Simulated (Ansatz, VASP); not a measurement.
SiO2 in VASP and in Ansatz

```xyz
12
Lattice="4.9756 0.0000 0.0000 0.0000 4.9756 0.0000 0.0000 0.0000 6.9009" Properties=species:S:1:pos:R:3 pbc="T T T"
Si    3.9966    3.9966    3.4504
Si    3.4668    1.5088    1.7252
Si    1.5088    3.4668    5.1757
Si    0.9790    0.9790    0.0000
O     3.7902    0.5492    2.9815
O     4.4263    1.1854    0.4690
O     0.5492    3.7902    3.9194
O     1.3024    1.9386    5.6446
O     1.1854    4.4263    6.4319
O     3.6732    3.0370    2.1942
O     1.9386    1.3024    1.2562
O     3.0370    3.6732    4.7067
```

Alike in both runs: task electric field gradients; functional PBE; k mesh 6 × 6 × 4; occupations fermi-dirac, width 0.05 eV; no spin polarisation.

|  | VASP | Ansatz |
| --- | --- | --- |
| version | VASP 6.6.1 | Ansatz 0.2.0 |
| potentials or method | VASP PAW PBE potentials, release 64 (Si, O), cutoff 520 eV | all-electron PAW datasets made for the crystal |

Ansatz gave:

```
gap on the k mesh at the Fermi level (eV)                     : 5.74
least direct gap on the mesh (eV)                             : 5.74
pressure (GPa)                                                : 4.8
traceless stress, the component that is largest in VASP (GPa) : 0.14
rms of the force components (eV/Å)                            : 0.133
size of Vzz on the site where it differs most (V/Å²)          : 90.0
```

Question: Estimate VASP's values.

Answer: gap on the k mesh at the Fermi level (eV): 5.73; least direct gap on the mesh (eV): 5.73; pressure (GPa): 4.9; traceless stress, the component that is largest in VASP (GPa): 0.10; rms of the force components (eV/Å): 0.130; size of Vzz on the site where it differs most (V/Å²): 88.3.

Atom by atom the forces differ by 0.009 eV/Å (rms over components). Ansatz ran all-electron here, and VASP with PAW potentials.
